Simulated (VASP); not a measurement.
# WCl6 in VASP: further runs

Runs on WCl6. Level: PBE+D3(BJ). Tasks: single point, relaxation of the atoms.

Everything below comes from runs of VASP 6.6.1. Logs are shortened: lines on timing, memory, paths and dates and some standing lists are left out, and cuts for length are marked.

### 1 The cell of the first run

The cell holds a molecule in a box, 7 atoms: a = 15.552 Å, b = 15.598 Å, c = 15.582 Å, α = 90.00°, β = 90.00°, γ = 90.00°.

### 2 Single point, PBE+D3(BJ)

File INCAR:

```
SYSTEM = WCl6
PREC = Accurate
ENCUT = 520
EDIFF = 1E-7
ISMEAR = 0
SIGMA = 0.005
LREAL = .False.
LASPH = .True.
NELM = 60
ALGO = Normal
ISIF = 2
LWAVE = .False.
LCHARG = .True.
GGA = PE
IVDW = 12
LELF = .True.
LVHAR = .True.
NBANDS = 37
ISYM = 0
```

File KPOINTS:

```
regular mesh
0
Gamma
  1 1 1
  0 0 0
```

File POSCAR:

```
WCl6
1.0
   15.5518221961      0.0000000000      0.0000000000
    0.0000000000     15.5984616229      0.0000000000
    0.0000000000      0.0000000000     15.5822276076
W Cl
1 6
Direct
    0.4998440577      0.4997428446      0.5001394409
    0.6479599459      0.4999938485      0.4998748495
    0.3517318693      0.4994983662      0.5003449228
    0.4996057840      0.6474129880      0.4997702119
    0.5001075778      0.3520743609      0.5005603888
    0.5000687865      0.5001386733      0.6479632714
    0.4995986797      0.4993488044      0.3523154230
```

Potentials or basis: VASP PAW PBE potentials, release 64 (W_sv, Cl).

On the command line:

```console
$ cat potpaw_PBE.64/W_sv/POTCAR potpaw_PBE.64/Cl/POTCAR > POTCAR
$ mpirun -np 1 vasp_gam > vasp.out
```

OUTCAR:

```text
SYSTEM = WCl6
   PREC = Accurate
   ENCUT = 520
   EDIFF = 1E-7
   ISMEAR = 0
   LREAL = .False.
   LASPH = .True.
   NELM = 60
   ISIF = 2
   GGA = PE
   IVDW = 12
   ISYM = 0
 IVDW          = 12

 ion  position               nearest neighbor table
   1  0.500  0.500  0.500-   5 2.30   3 2.30   6 2.30   4 2.30   7 2.30   2 2.30
   2  0.648  0.500  0.500-   1 2.30
   3  0.352  0.499  0.500-   1 2.30
   4  0.500  0.647  0.500-   1 2.30
   5  0.500  0.352  0.501-   1 2.30
   6  0.500  0.500  0.648-   1 2.30
   7  0.500  0.499  0.352-   1 2.30

IMPORTANT INFORMATION: All symmetrisations will be switched off!
NOSYMM: (Re-)initialisation of all symmetry stuff for point group C_1.

----------------------------------------------------------------------------------------

                                     Primitive cell

  volume of cell :    3780.0069

  direct lattice vectors                    reciprocal lattice vectors
    15.551822196  0.000000000  0.000000000     0.064301147  0.000000000  0.000000000
     0.000000000 15.598461623  0.000000000     0.000000000  0.064108886  0.000000000
     0.000000000  0.000000000 15.582227608     0.000000000  0.000000000  0.064175677

  length of vectors
    15.551822196 15.598461623 15.582227608     0.064301147  0.064108886  0.064175677

  position of ions in fractional coordinates (direct lattice)
     0.499844058  0.499742845  0.500139441
     0.647959946  0.499993848  0.499874850
     0.351731869  0.499498366  0.500344923
     0.499605784  0.647412988  0.499770212
     0.500107578  0.352074361  0.500560389
     0.500068787  0.500138673  0.647963271
     0.499598680  0.499348804  0.352315423

  ion indices of the primitive-cell ions
   primitive index   ion index
                 1           1
                 2           2
                 3           3
                 4           4
                 5           5
                 6           6
                 7           7

----------------------------------------------------------------------------------------

 KPOINTS: regular mesh

Automatic generation of k-mesh.
 Grid dimensions read from file:
 generate k-points for:    1    1    1

 Generating k-lattice:

  Cartesian coordinates                     Fractional coordinates (reciprocal lattice)
     0.064301147  0.000000000  0.000000000     1.000000000  0.000000000  0.000000000
     0.000000000  0.064108886  0.000000000     0.000000000  1.000000000  0.000000000
     0.000000000  0.000000000  0.064175677     0.000000000  0.000000000  1.000000000

  Length of vectors
[... 36 lines left out ...]
   NFREE  =      0    steps in history (QN), initial steepest desc. (CG)
   ISIF   =      2    stress and relaxation
   ISYM   =      0    0-nonsym 1-usesym 2-fastsym
   POTIM  = 0.5000    time-step for ionic-motion
   TEBEG  =    0.0;   TEEND  =   0.0 temperature during run
   PSTRESS=    0.0 pullay stress
   NELECT =      56.0000    total number of electrons
   NUPDOWN=      -1.0000    fix difference up-down
   EMIN   =  10.00;   EMAX   =-10.00  energy-range for DOS
   EFERMI =   0.00;   METHOD = LEGACY
   ISMEAR =     0;   SIGMA  =   0.01  broadening in eV -4-tet -1-fermi 0-gaus
   EFERMI_NEDOS =   21; number of points for ismear=-14 and -15
   IALGO  =     38    algorithm
   IMIX   =      4    mixing-type and parameters
     AMIX     =   0.40;   BMIX     =  1.00
     AMIX_MAG =   1.60;   BMIX_MAG =  1.00
  volume/ion in A,a.u.               =     540.00      3644.11
  Fermi-wavevector in a.u.,A,eV,Ry     =   0.402075  0.759811  2.199572  0.161664
  Thomas-Fermi vector in A             =   1.352095
   LORBIT       =      0    0 simple, 1 ext, 2 COOP (PROOUT), +10 PAW based schemes
   GGA     = PE    functional components
   LHFCALC =     F    Hartree Fock is set to
   AEXX    =    0.0000 exact exchange contribution
   IVDW    =    12    specifies the selected vdW correction
   LEPSILON=     F    determine dielectric tensor
   LRPA    =     F    only Hartree local field effects (RPA)
 non-spin polarized calculation
 Gauss-broadening in eV      SIGMA  =   0.01
  energy-cutoff  :      520.00
  volume of cell :     3780.01
 maximum number of plane-waves:     50822
 NGX is ok and might be reduce to   120
   NGX = 57   NGY = 59   NGZ = 57

 number of electron      56.0000003 magnetization

 Free energy of the ion-electron system (eV)
  ---------------------------------------------------
  ext. energy  EPLUGINS =         0.00000000
  ---------------------------------------------------
  free energy    TOTEN  =       -30.00105509 eV

  energy without entropy =      -30.00105509  energy(sigma->0) =      -30.00105509

 E-fermi :  -7.3418     XC(G=0):  -0.6849

 val. band max:       -7.4527454258   @ k =   0.0000   0.0000   0.0000
 cond. band min:      -5.3105747942   @ k =   0.0000   0.0000   0.0000
 fundamental gap:      2.1421706315
 Fermi energy:        -7.3418053598

 k-point     1 :       0.0000    0.0000    0.0000
  band No.  band energies     occupation
      1     -82.2968      2.00000
      2     -46.3566      2.00000
      3     -46.3566      2.00000
      4     -46.3566      2.00000
      5     -21.3570      2.00000
      6     -20.6625      2.00000
[... 29 lines left out ...]
     36       0.5095      0.00000
     37       0.5112      0.00000

------------------------ aborting loop because EDIFF is reached ----------------------------------------

 Edisp (eV)   -0.47518

 E8    (eV) :    -0.2068

  FORCE on cell =-STRESS in cart. coord.  units (eV):
  Direction    XX          YY          ZZ          XY          YZ          ZX
  --------------------------------------------------------------------------------------
  -------------------------------------------------------------------------------------
  Total      -0.12040    -0.11999    -0.12019     0.00033     0.00000    -0.00000
  in kB      -0.05103    -0.05086    -0.05094     0.00014     0.00000    -0.00000
  external pressure =       -0.05 kB  Pullay stress =        0.00 kB

 VOLUME and BASIS-vectors are now :
 -----------------------------------------------------------------------------
  energy-cutoff  :      520.00
  volume of cell :     3780.01
      direct lattice vectors                 reciprocal lattice vectors
    15.551822196  0.000000000  0.000000000     0.064301147  0.000000000  0.000000000
     0.000000000 15.598461623  0.000000000     0.000000000  0.064108886  0.000000000
     0.000000000  0.000000000 15.582227608     0.000000000  0.000000000  0.064175677

 POSITION                                       TOTAL-FORCE (eV/Angst)
 -----------------------------------------------------------------------------------
      7.77349      7.79522      7.79329         0.000674      0.000374     -0.000149
     10.07696      7.79913      7.78916        -0.008488     -0.000034      0.000520
      5.47007      7.79141      7.79649         0.007821     -0.000163      0.000515
      7.76978     10.09865      7.78753        -0.000085     -0.007840     -0.000339
      7.77758      5.49182      7.79985        -0.000275      0.007779     -0.000411
      7.77698      7.80139     10.09671         0.000146     -0.000074     -0.008052
      7.76967      7.78907      5.48986         0.000206     -0.000043      0.007915
 -----------------------------------------------------------------------------------
    total drift:                                0.000045      0.000052     -0.000037

  FREE ENERGIE OF THE ION-ELECTRON SYSTEM (eV)
  ---------------------------------------------------
  free  energy   TOTEN  =       -30.4762338843 eV

  energy  without entropy=      -30.4762338843  energy(sigma->0) =      -30.47623388
```

Run time: 5.8 min. Hardware: 1 thread of Intel Xeon 6975P-C (Granite Rapids), shared host; peak memory 2.4 GiB.

Results:

| Item | Value |
| --- | --- |
| Free energy | -30.4762 eV |
| Largest force | 0.009 eV/Å |
| Gap between the frontier levels | 2.14 eV |
| Dispersion energy per atom | -0.068 eV |

Forces on the atoms (eV/Å):
```
W    0.001  0.000  0.000
Cl  -0.008  0.000  0.001
Cl   0.008  0.000  0.001
Cl   0.000 -0.008  0.000
Cl   0.000  0.008  0.000
Cl   0.000  0.000 -0.008
Cl   0.000  0.000  0.008
```

Caveat: spin-orbit coupling is left out, which moves the levels of the heavy elements.

### 3 Relaxation of the atoms, PBE+D3(BJ)

File INCAR:

```
SYSTEM = WCl6
PREC = Accurate
ENCUT = 520
EDIFF = 1E-6
ISMEAR = 0
SIGMA = 0.005
LREAL = .FALSE.
LASPH = .TRUE.
NELM = 80
ALGO = Normal
ISIF = 2
LWAVE = .FALSE.
LCHARG = .FALSE.
GGA = PE
IVDW = 12
IBRION = 2
NSW = 100
EDIFFG = -0.01
ISYM = 0
```

File KPOINTS:

```
Automatic mesh
0
G
  1 1 1
  0 0 0
```

File POSCAR:

```
WCl6
1.0
   15.5518221961      0.0000000000      0.0000000000
    0.0000000000     15.5984616229      0.0000000000
    0.0000000000      0.0000000000     15.5822276076
W Cl
1 6
Direct
    0.5008284713      0.4992622457      0.5002958929
    0.6463436933      0.5002092391      0.4991578227
    0.3536563067      0.4991664347      0.5008395962
    0.4996236506      0.6474011263      0.4993127415
    0.4995766806      0.3525988737      0.5013624549
    0.4990767559      0.4995438941      0.6470337786
    0.4998111425      0.5000280723      0.3529662214
```

Potentials or basis: VASP PAW PBE potentials, release 64 (W_sv, Cl).

On the command line:

```console
$ cat potpaw_PBE.64/W_sv/POTCAR potpaw_PBE.64/Cl/POTCAR > POTCAR
$ mpirun -np 1 vasp_gam > vasp.out
```

Wall time 26 min (1 thread of Oxide Virtual Turin-like, shared host); peak memory 2.3 GiB.

Results (log left out):

```
Free energy                     : -30.4762 eV
Energy gained by relaxing       : 3.3 meV/atom
Ionic steps                     : 10
Largest force after relaxing    : 0.009 eV/Å
Gap between the frontier levels : 2.14 eV
Dispersion energy per atom      : -0.068 eV
```

Forces on the atoms (eV/Å):
```
W    0.000  0.008 -0.003
Cl   0.002  0.000  0.002
Cl   0.002  0.001  0.002
Cl  -0.002 -0.006 -0.001
Cl  -0.002 -0.002 -0.002
Cl   0.000  0.000  0.000
Cl   0.000 -0.001  0.002
```

The path:
| step | energy change (eV) | largest force (eV/Å) | pressure (GPa) |
| --- | --- | --- | --- |
| 1 | 0.0000 | 0.6200 | 0.05 |
| 2 | -0.0190 | 0.3058 | 0.00 |
| 3 | -0.0197 | 0.2317 | 0.00 |
| 4 | -0.0220 | 0.0726 | -0.01 |
| 5 | -0.0220 | 0.0577 | -0.01 |
| 6 | -0.0226 | 0.0387 | -0.01 |
| 7 | -0.0229 | 0.0434 | 0.00 |
| 8 | -0.0231 | 0.0275 | 0.00 |
| 9 | -0.0231 | 0.0294 | 0.00 |
| 10 | -0.0231 | 0.0087 | 0.00 |

Final structure:
```yaml
crystal:
  lattice:
    - [15.55182, 0.00000, 0.00000]
    - [0.00000, 15.59846, 0.00000]
    - [0.00000, 0.00000, 15.58223]
  atoms:
    - { symbol: W, position: [0.49983, 0.49972, 0.50015] }
    - { symbol: Cl, position: [0.64791, 0.49996, 0.49978] }
    - { symbol: Cl, position: [0.35175, 0.49946, 0.50026] }
    - { symbol: Cl, position: [0.49966, 0.64741, 0.49986] }
    - { symbol: Cl, position: [0.50016, 0.35210, 0.50065] }
    - { symbol: Cl, position: [0.50004, 0.50017, 0.64794] }
    - { symbol: Cl, position: [0.49957, 0.49939, 0.35233] }
```

Levels at points of the mesh, in eV from the valence-band top:
| k point | band 24 | band 25 | band 26 | band 27 | band 28 | band 29 | band 30 | band 31 | band 32 | band 33 |
| --- | --- | --- | --- | --- | --- | --- | --- | --- | --- | --- |
| (0.00, 0.00, 0.00) | -0.57 | -0.57 | 0.00 | 0.00 | 0.00 | 2.14 | 2.14 | 2.14 | 5.49 | 5.49 |

Caveat: spin-orbit coupling is left out, which moves the levels of the heavy elements.
